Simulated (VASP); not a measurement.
# TiO2 (P4_2/mnm) in VASP: a series of runs

TiO2 is run at these levels: PBE; tasks: single point.

Everything below comes from runs of VASP 6.6.1. Logs are shortened: lines on timing, memory, paths and dates and some standing lists are left out, and cuts for length are marked.

### 1 The cell of the first run

Symmetry: P4_2/mnm, No. 136, tetragonal system. The conventional cell has a = 4.594 Å, b = 4.594 Å, c = 2.706 Å, α = 90.00°, β = 90.00°, γ = 90.00°. Ti (site symmetry mmm) has 6 O at 1.85 to 1.98 Å within 2.5 Å. O (site symmetry m2m) has 3 Ti at 1.85 to 1.98 Å and 1 O at 2.53 Å within 2.6 Å.

### 2 Single point, PBE (9.52 Å³/atom)

INCAR reads:

```
SYSTEM = TiO2
PREC     = Accurate       ! precision mode
ENCUT    = 520            ! plane-wave cutoff, eV
EDIFF    = 1E-6           ! SCF threshold, eV
ISMEAR   = 0              ! smearing method
SIGMA    = 0.05           ! smearing width, eV
LREAL    = .False.        ! projectors in reciprocal space
LASPH    = .True.         ! aspherical terms in the spheres
NELM     = 80             ! most SCF steps
ALGO     = Normal         ! electronic algorithm
ISIF     = 2              ! what is computed and relaxed
LWAVE    = .False.        ! write WAVECAR
LCHARG   = .False.        ! write CHGCAR
GGA      = PE             ! functional
NBANDS   = 33             ! bands
```

KPOINTS reads:

```
regular mesh
0
Gamma
  8 8 10
  0 0 0
```

POSCAR reads:

```
TiO2
1.0
    4.5935478999      0.0000000000      0.0000000000
    0.0000000000      4.5935478999      0.0000000000
    0.0000000000      0.0000000000      2.7055997131
Ti O
2 4
Direct
    0.0000000000      0.0000000000      0.0000000000
    0.5000000000      0.5000000000      0.5000000000
    0.3050970583      0.3050970583      0.0000000000
    0.1949029417      0.8050970583      0.5000000000
    0.6949029417      0.6949029417      0.0000000000
    0.8050970583      0.1949029417      0.5000000000
```

Potentials or basis: VASP PAW PBE potentials, release 64 (Ti_sv, O).

On the command line:

```
$ cat potpaw_PBE.64/Ti_sv/POTCAR potpaw_PBE.64/O/POTCAR > POTCAR
$ mpirun -np 1 vasp_std > vasp.out
```

OUTCAR:

```text
SYSTEM = TiO2
   PREC = Accurate
   ENCUT = 520
   EDIFF = 1E-6
   ISMEAR = 0
   LREAL = .False.
   LASPH = .True.
   NELM = 80
   ISIF = 2
   GGA = PE

 ion  position               nearest neighbor table
   1  0.000  0.000  0.000-   4 1.85   6 1.85   4 1.85   6 1.85   5 1.98   3 1.98
   2  0.500  0.500  0.500-   3 1.85   5 1.85   3 1.85   5 1.85   4 1.98   6 1.98
   3  0.305  0.305  0.000-   2 1.85   2 1.85   1 1.98
   4  0.195  0.805  0.500-   1 1.85   1 1.85   2 1.98
   5  0.695  0.695  0.000-   2 1.85   2 1.85   1 1.98
   6  0.805  0.195  0.500-   1 1.85   1 1.85   2 1.98

  LATTYP: Found a simple tetragonal cell.
 ALAT       =     4.5935478999
 C/A-ratio  =     0.5890000000

  Lattice vectors:

 A1 = (   4.5935478999,   0.0000000000,   0.0000000000)
 A2 = (   0.0000000000,   4.5935478999,   0.0000000000)
 A3 = (   0.0000000000,   0.0000000000,   2.7055997131)

Analysis of symmetry for initial positions (statically):
=====================================================================
 Subroutine PRICEL returns:
 Original cell was already a primitive cell.

 Routine SETGRP: Setting up the symmetry group for a
 simple tetragonal supercell.

 Subroutine GETGRP returns: Found 16 space group operations
 (whereof  8 operations were pure point group operations)
 out of a pool of 16 trial point group operations.

The static configuration has the point symmetry D_2h.
 The point group associated with its full space group is D_4h.

Analysis of symmetry for dynamics (positions and initial velocities):
=====================================================================
 Subroutine PRICEL returns:
 Original cell was already a primitive cell.

 Routine SETGRP: Setting up the symmetry group for a
 simple tetragonal supercell.

 Subroutine GETGRP returns: Found 16 space group operations
 (whereof  8 operations were pure point group operations)
 out of a pool of 16 trial point group operations.

The dynamic configuration has the point symmetry D_2h.
 The point group associated with its full space group is D_4h.

 Subroutine INISYM returns: Found 16 space group operations
 (whereof  8 operations are pure point group operations),
 and found     1 'primitive' translations

----------------------------------------------------------------------------------------

                                     Primitive cell

  volume of cell :      57.0900

  direct lattice vectors                    reciprocal lattice vectors
     4.593547900  0.000000000  0.000000000     0.217696652  0.000000000  0.000000000
     0.000000000  4.593547900  0.000000000     0.000000000  0.217696652  0.000000000
     0.000000000  0.000000000  2.705599713     0.000000000  0.000000000  0.369603824

  length of vectors
     4.593547900  4.593547900  2.705599713     0.217696652  0.217696652  0.369603824

  position of ions in fractional coordinates (direct lattice)
     0.000000000  0.000000000  0.000000000
     0.500000000  0.500000000  0.500000000
     0.305097058  0.305097058  0.000000000
     0.194902942  0.805097058  0.500000000
     0.694902942  0.694902942  0.000000000
     0.805097058  0.194902942  0.500000000

  ion indices of the primitive-cell ions
   primitive index   ion index
                 1           1
                 2           2
                 3           3
                 4           4
                 5           5
                 6           6

----------------------------------------------------------------------------------------

 KPOINTS: regular mesh

Automatic generation of k-mesh.
 Grid dimensions read from file:
 generate k-points for:    8    8   10

 Generating k-lattice:

  Cartesian coordinates                     Fractional coordinates (reciprocal lattice)
     0.027212082  0.000000000  0.000000000     0.125000000  0.000000000  0.000000000
     0.000000000  0.027212082  0.000000000     0.000000000  0.125000000  0.000000000
     0.000000000  0.000000000  0.036960382     0.000000000  0.000000000  0.100000000

  Length of vectors
     0.027212082  0.027212082  0.036960382

  Shift w.r.t. Gamma in fractional coordinates (k-lattice)
     0.000000000  0.000000000  0.000000000

 Subroutine IBZKPT returns following result:
 ===========================================

 Found     90 irreducible k-points:

 Following reciprocal coordinates:
            Coordinates               Weight
  0.000000  0.000000  0.000000      1.000000
  0.125000  0.000000  0.000000      4.000000
  0.250000  0.000000  0.000000      4.000000
  0.375000  0.000000  0.000000      4.000000
  0.500000  0.000000  0.000000      2.000000
  0.125000  0.125000  0.000000      4.000000
[... 16 lines left out ...]
  0.375000  0.125000  0.100000     16.000000
  0.500000  0.125000  0.100000      8.000000
 [... further k-points ...]
   k-points           NKPTS =     90   k-points in BZ     NKDIM =     90   number of bands    NBANDS=     33
   number of dos      NEDOS =    301   number of ions     NIONS =      6
   total plane-waves  NPLWV =  25920
   dimension x,y,z NGX =    36 NGY =   36 NGZ =   20
   dimension x,y,z NGXF=    72 NGYF=   72 NGZF=   40
   ions per type =               2   4
   NGX,Y,Z   is equivalent  to a cutoff of  13.03, 13.03, 12.29 a.u.
   NGXF,Y,Z  is equivalent  to a cutoff of  26.06, 26.06, 24.58 a.u.
 SYSTEM =  TiO2
   PREC   = accura    normal or accurate (medium, high low for compatibility)
   ISTART =      0    job   : 0-new  1-cont  2-samecut
   ICHARG =      2    charge: 1-file 2-atom 10-const
   ISPIN  =      1    spin polarized calculation?
   LNONCOLLINEAR =      F non collinear calculations
   LSORBIT =      F    spin-orbit coupling
   LASPH  =      T    aspherical Exc in radial PAW
   ENCUT  =  520.0 eV  38.22 Ry    6.18 a.u.   8.54  8.54  5.03*2*pi/ulx,y,z
   NELM   =     80;   NELMIN=  2; NELMDL= -5     # of ELM steps
   EDIFF  = 0.1E-05   stopping-criterion for ELM
   LREAL  =      F    real-space projection
   EDIFFG = 0.1E-04   stopping-criterion for IOM
   NSW    =      0    number of steps for IOM
   IBRION =     -1    ionic relax: 0-MD 1-quasi-New 2-CG
   NFREE  =      0    steps in history (QN), initial steepest desc. (CG)
   ISIF   =      2    stress and relaxation
   ISYM   =      2    0-nonsym 1-usesym 2-fastsym
   POTIM  = 0.5000    time-step for ionic-motion
   TEBEG  =    0.0;   TEEND  =   0.0 temperature during run
   PSTRESS=    0.0 pullay stress
   NELECT =      48.0000    total number of electrons
   NUPDOWN=      -1.0000    fix difference up-down
   EMIN   =  10.00;   EMAX   =-10.00  energy-range for DOS
   EFERMI =   0.00;   METHOD = LEGACY
   ISMEAR =     0;   SIGMA  =   0.05  broadening in eV -4-tet -1-fermi 0-gaus
   EFERMI_NEDOS =   21; number of points for ismear=-14 and -15
   IALGO  =     38    algorithm
   IMIX   =      4    mixing-type and parameters
     AMIX     =   0.40;   BMIX     =  1.00
     AMIX_MAG =   1.60;   BMIX_MAG =  1.00
  volume/ion in A,a.u.               =       9.52        64.21
  Fermi-wavevector in a.u.,A,eV,Ry     =   1.545143  2.919896 32.483442  2.387466
  Thomas-Fermi vector in A             =   2.650563
   LORBIT       =      0    0 simple, 1 ext, 2 COOP (PROOUT), +10 PAW based schemes
   GGA     = PE    functional components
   LHFCALC =     F    Hartree Fock is set to
   AEXX    =    0.0000 exact exchange contribution
   IVDW    =     0    specifies the selected vdW correction
   LEPSILON=     F    determine dielectric tensor
   LRPA    =     F    only Hartree local field effects (RPA)
 non-spin polarized calculation
 Gauss-broadening in eV      SIGMA  =   0.05
  energy-cutoff  :      520.00
  volume of cell :       57.09
 maximum number of plane-waves:      1562
 NGX is ok and might be reduce to    36
   NGX = 17   NGY = 17   NGZ = 11

 number of electron      48.0000021 magnetization

 Free energy of the ion-electron system (eV)
  ---------------------------------------------------
  ext. energy  EPLUGINS =         0.00000000
  ---------------------------------------------------
  free energy    TOTEN  =       -52.53611513 eV

  energy without entropy =      -52.53611513  energy(sigma->0) =      -52.53611513

 E-fermi :   5.7010     XC(G=0): -11.8577

 val. band max:        5.4125345915   @ k =   0.1250   0.1250   0.0000
 cond. band min:       7.6372612682   @ k =   0.0000   0.0000   0.0000
 fundamental gap:      2.2247266767
 Fermi energy:         5.7010092168

 k-point     1 :       0.0000    0.0000    0.0000
  band No.  band energies     occupation
      1     -50.7594      2.00000
      2     -50.7362      2.00000
      3     -27.2007      2.00000
      4     -27.2007      2.00000
      5     -26.9297      2.00000
      6     -26.9297      2.00000
[... 25 lines left out ...]
     32      13.4345      0.00000
     33      13.8308      0.00000

 k-point     2 :       0.1250    0.0000    0.0000
  band No.  band energies     occupation
      1     -50.7585      2.00000
      2     -50.7370      2.00000
      3     -27.1948      2.00000
      4     -27.1942      2.00000
      5     -26.9371      2.00000
      6     -26.9366      2.00000
[... 25 lines left out ...]
     32      13.3876      0.00000
     33      13.4435      0.00000

 k-point     3 :       0.2500    0.0000    0.0000
  band No.  band energies     occupation
      1     -50.7560      2.00000
      2     -50.7395      2.00000
      3     -27.1787      2.00000
      4     -27.1771      2.00000
      5     -26.9566      2.00000
      6     -26.9549      2.00000
[... 25 lines left out ...]
     32      13.2760      0.00000
     33      13.3484      0.00000

 k-point     4 :       0.3750    0.0000    0.0000
  band No.  band energies     occupation
      1     -50.7522      2.00000
      2     -50.7433      2.00000
      3     -27.1587      2.00000
      4     -27.1569      2.00000
      5     -26.9791      2.00000
      6     -26.9772      2.00000
[... 673 lines left out ...]
     32      12.8035      0.00000
     33      13.2238      0.00000

 k-point    23 :       0.3750    0.1250    0.1000
  band No.  band energies     occupation
      1     -50.7410      2.00000
      2     -50.7331      2.00000
      3     -27.1585      2.00000
      4     -27.1245      2.00000
      5     -26.9859      2.00000
      6     -26.9480      2.00000
[... 25 lines left out ...]
     32      12.5913      0.00000
     33      13.1022      0.00000

 k-point    24 :       0.5000    0.1250    0.1000
  band No.  band energies     occupation
      1     -50.7370      2.00000
      2     -50.7370      2.00000
      3     -27.1376      2.00000
      4     -27.1376      2.00000
      5     -26.9722      2.00000
      6     -26.9722      2.00000
[... 25 lines left out ...]
     32      12.2173      0.00000
     33      13.0875      0.00000

 [... further k-points ...]
[... 5 lines left out ...]
  --------------------------------------------------------------------------------------
  -------------------------------------------------------------------------------------
  Total        9.2643516      9.2643516     23.6919781      0.0000000      0.0000000      0.0000000
  in kB      259.9953417    259.9953417    664.8931542      0.0000000      0.0000000      0.0000000
  external PRESSURE =     394.9612792 kB  Pullay stress =       0.0000000 kB

 VOLUME and BASIS-vectors are now :
 -----------------------------------------------------------------------------
  energy-cutoff  :      520.00
  volume of cell :       57.09
      direct lattice vectors                 reciprocal lattice vectors
     4.593547900  0.000000000  0.000000000     0.217696652  0.000000000  0.000000000
     0.000000000  4.593547900  0.000000000     0.000000000  0.217696652  0.000000000
     0.000000000  0.000000000  2.705599713     0.000000000  0.000000000  0.369603824

 POSITION                                       TOTAL-FORCE (eV/Angst)
 -----------------------------------------------------------------------------------
      0.00000      0.00000      0.00000         0.000000      0.000000      0.000000
      2.29677      2.29677      1.35280         0.000000      0.000000      0.000000
      1.40148      1.40148      0.00000        -0.860060     -0.860060     -0.000000
      0.89530      3.69825      1.35280         0.860060     -0.860060      0.000000
      3.19207      3.19207      0.00000         0.860060      0.860060      0.000000
      3.69825      0.89530      1.35280        -0.860060      0.860060      0.000000
 -----------------------------------------------------------------------------------
    total drift:                               -0.000000      0.000000     -0.000000

  FREE ENERGIE OF THE ION-ELECTRON SYSTEM (eV)
  ---------------------------------------------------
  free  energy   TOTEN  =       -52.5361151288 eV

  energy  without entropy=      -52.5361151288  energy(sigma->0) =      -52.53611513
```

Run time: 61 s. Hardware: 1 thread of Intel Xeon 6975P-C (Granite Rapids), shared host; peak memory 0.25 GiB.

Results:

| Quantity | Value |
| --- | --- |
| Free energy | -52.5361 eV |
| Pressure | 39.5 GPa |
| Largest force | 1.216 eV/Å |
| Band gap on the k mesh | 2.22 eV (least direct gap 2.28 eV) |

Forces on the atoms (eV/Å):
```
Ti   0.000  0.000  0.000
Ti   0.000  0.000  0.000
O   -0.860 -0.860  0.000
O    0.860 -0.860  0.000
O    0.860  0.860  0.000
O   -0.860  0.860  0.000
```

Caveat: the stress differs along the axes, from 26 to 66 GPa; forces of over 1 eV/Å act on the atoms, so gaps and moduli don't describe the material at rest. A k mesh can miss the band edges.

### 3 Single point, PBE (9.52 Å³/atom)

INCAR reads:

```
PREC = Accurate
ENCUT = 520
EDIFF = 1E-6
ISMEAR = 0
SIGMA = 0.05
LREAL = F
LASPH = T
NELM = 100
ALGO = Normal
ISIF = 2
LWAVE = F
LCHARG = F
GGA = PE
NBANDS = 33
```

KPOINTS reads:

```
regular mesh
0
Gamma
  8 8 10
```

Edit POSCAR of step 2 so:

```diff
@@ -2,5 +2,5 @@
 1.0
-    4.5935478999      0.0000000000      0.0000000000
-    0.0000000000      4.5935478999      0.0000000000
-    0.0000000000      0.0000000000      2.7055997131
+    4.3539231162      0.0000000000      0.0000000000
+    0.0000000000      4.3539231162      0.0000000000
+    0.0000000000      0.0000000000      3.0116086195
 Ti O
```

Potentials or basis: VASP PAW PBE potentials, release 64 (Ti_sv, O).

On the command line:

```
$ cat potpaw_PBE.64/Ti_sv/POTCAR potpaw_PBE.64/O/POTCAR > POTCAR
$ mpirun -np 1 vasp_std > vasp.out
```

It took 54 s on 1 thread of Intel Xeon 6975P-C (Granite Rapids), shared host; peak memory 0.25 GiB.

It converged, with:

```yaml
Free_energy: -52.9376 eV
Pressure: 29.7 GPa
Largest_force: 0.225 eV/Å
Band_gap_on_the_k_mesh: 2.04 eV
```

Forces in eV/Å, atoms in the order of the input:
```
Ti   0.000  0.000  0.000
Ti   0.000  0.000  0.000
O   -0.159 -0.159  0.000
O    0.159 -0.159  0.000
O    0.159  0.159  0.000
O   -0.159  0.159  0.000
```

Stress tensor (GPa, compression positive):
```
34.95  0.00  0.00
 0.00 34.95  0.00
 0.00  0.00 19.23
```

Levels at points of the mesh, in eV from the valence-band top:
```csv
k point,band 22,band 23,band 24,band 25,band 26,band 27
"(0.00, 0.00, 0.00)",-0.36,-0.36,0.00,2.04,2.47,2.53
"(0.50, 0.00, 0.00)",-2.14,-0.84,-0.84,2.87,2.87,3.28
"(0.50, 0.50, 0.00)",-1.65,-0.90,-0.90,2.18,2.18,2.58
"(0.00, 0.00, 0.50)",-2.44,-1.41,-1.41,2.94,2.94,3.39
"(0.50, 0.00, 0.50)",-2.19,-1.15,-1.15,2.07,2.07,3.02
"(0.50, 0.50, 0.50)",-1.51,-0.61,-0.61,2.86,2.86,3.03
```

Caveat: the stress differs along the axes, from 19 to 35 GPa. A k mesh can miss the band edges.

### 4 Single point, PBE (10.08 Å³/atom)

This run uses another cell than the first one, of 10.08 Å³/atom.

INCAR reads:

```
ALGO     = Normal         # electronic algorithm
EDIFF    = 1E-6           # SCF threshold, eV
ENCUT    = 520            # plane-wave cutoff, eV
GGA      = PE             # functional
ISIF     = 2              # what is computed and relaxed
ISMEAR   = 0              # smearing method
LASPH    = True           # aspherical terms in the spheres
LCHARG   = False          # write CHGCAR
LREAL    = False          # projectors in reciprocal space
LWAVE    = False          # write WAVECAR
NBANDS   = 33             # bands
NELM     = 60             # most SCF steps
PREC     = Accurate       # precision mode
SIGMA    = 0.05           # smearing width, eV
```

KPOINTS reads:

```
k-points
0
Gamma
  8 8 10
```

Edit POSCAR of step 3 so:

```diff
@@ -2,5 +2,5 @@
 1.0
-    4.3539231162      0.0000000000      0.0000000000
-    0.0000000000      4.3539231162      0.0000000000
-    0.0000000000      0.0000000000      3.0116086195
+    4.7463456048      0.0000000000      0.0000000000
+    0.0000000000      4.7463456048      0.0000000000
+    0.0000000000      0.0000000000      2.6854823432
 Ti O
```

On the command line:

```
$ cat potpaw_PBE.64/Ti_sv/POTCAR potpaw_PBE.64/O/POTCAR > POTCAR
$ mpirun -np 1 vasp_std > vasp.out
```

It took 73 s on 1 thread of Intel Xeon 6975P-C (Granite Rapids), shared host; peak memory 0.26 GiB.

The run converged. Its results:

```
Free energy            : -52.7692 eV
Pressure               : 23.1 GPa
Largest force          : 0.737 eV/Å
Band gap on the k mesh : 1.98 eV (least direct gap 1.99 eV)
```

Forces on the atoms (eV/Å):
```
Ti   0.000  0.000  0.000
Ti   0.000  0.000  0.000
O   -0.521 -0.521  0.000
O    0.521 -0.521  0.000
O    0.521  0.521  0.000
O   -0.521  0.521  0.000
```

Stress tensor (GPa, compression positive):
```
 7.52  0.00  0.00
 0.00  7.52  0.00
 0.00  0.00 54.24
```

Levels at points of the mesh, in eV from the valence-band top:
```
           k point  band 22  band 23  band 24  band 25  band 26  band 27
(0.00, 0.00, 0.00)    -0.36    -0.20     0.00     1.99     2.16     3.42
(0.50, 0.00, 0.00)    -0.69    -0.63    -0.63     2.72     2.72     3.77
(0.50, 0.50, 0.00)    -0.97    -0.41    -0.41     1.98     1.98     3.43
(0.00, 0.00, 0.50)    -1.81    -1.37    -1.37     3.33     3.33     3.98
(0.50, 0.00, 0.50)    -1.96    -0.84    -0.84     2.34     2.34     4.28
(0.50, 0.50, 0.50)    -0.99    -0.68    -0.68     3.05     3.05     3.56
```

Caveat: the stress differs along the axes, from 8 to 54 GPa. A k mesh can miss the band edges.

[end of part 1 of 2]
